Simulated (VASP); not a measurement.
# Pt: relaxation of cell and atoms with PBEsol

Pt:

```xyz
1
Lattice="2.5500 0.0000 0.0000 0.0000 2.5500 0.0000 0.0000 0.0000 2.5500" Properties=species:S:1:pos:R:3 pbc="T T T"
Pt    0.0000    0.0000    0.0000
```

```
Program                : VASP 6.6.1
Task                   : relaxation of cell and atoms
Functional             : PBEsol
Potentials or basis    : VASP PAW PBE potentials, release 64 (Pt)
Cutoff                 : 600 eV
k mesh                 : 9 × 9 × 9
Occupations            : methfessel-paxton, width 0.05 eV
Spin                   : no spin polarisation
Dipole correction      : no
Further INCAR settings : ALGO = Normal; EDIFF = 1e-06; IBRION = 2; EDIFFG = -0.01; NSW = 80; ISIF = 3
```

| Property | Result |
| --- | --- |
| Relaxed volume | 17.34 Å³/atom |
| Relaxed cell | a = 2.588 Å, b = 2.588 Å, c = 2.588 Å, α = 90.00°, β = 90.00°, γ = 90.00° |
| Space group after relaxing (to 0.05 Å) | Pm-3m (No. 221) |
| Energy gained by relaxing | 24.4 meV/atom |
| Ionic steps | 4 |
| Pressure after relaxing | 0.0 GPa |
| Band gap on the k mesh | zero (band 5 reaches 10.39 eV, above the bottom of band 6 at 7.56 eV) |

The path:
```csv
step,energy change (eV),largest force (eV/Å),pressure (GPa),volume (Å³)
1,0.0000,0.0000,10.54,16.58
2,0.1022,0.0000,-18.09,19.34
3,-0.0243,0.0000,-0.31,17.36
4,-0.0244,0.0000,0.00,17.34
```

Final structure:
```
Pt
1.0
     2.58835    0.00000    0.00000
     0.00000    2.58835    0.00000
     0.00000    0.00000    2.58835
Pt
1
Direct
  0.00000 0.00000 0.00000
```

Levels at points of the mesh, in eV from the Fermi level:
| k point | band 2 | band 3 | band 4 | band 5 | band 6 | band 7 | band 8 | band 9 |
| --- | --- | --- | --- | --- | --- | --- | --- | --- |
| (0.00, 0.00, 0.00) | -5.94 | -5.94 | 0.38 | 0.38 | 0.38 | 15.37 | 15.37 | 15.37 |

Run time: 13 s on 1 thread of Intel(R) Xeon(R) Platinum 8488C (Sapphire Rapids), on a shared host, peak memory 0.13 GiB.

Caveat: the PAW data sets were made with another functional, which shifts forces and pressure a little; spin-orbit coupling is left out, which moves the levels of the heavy elements.
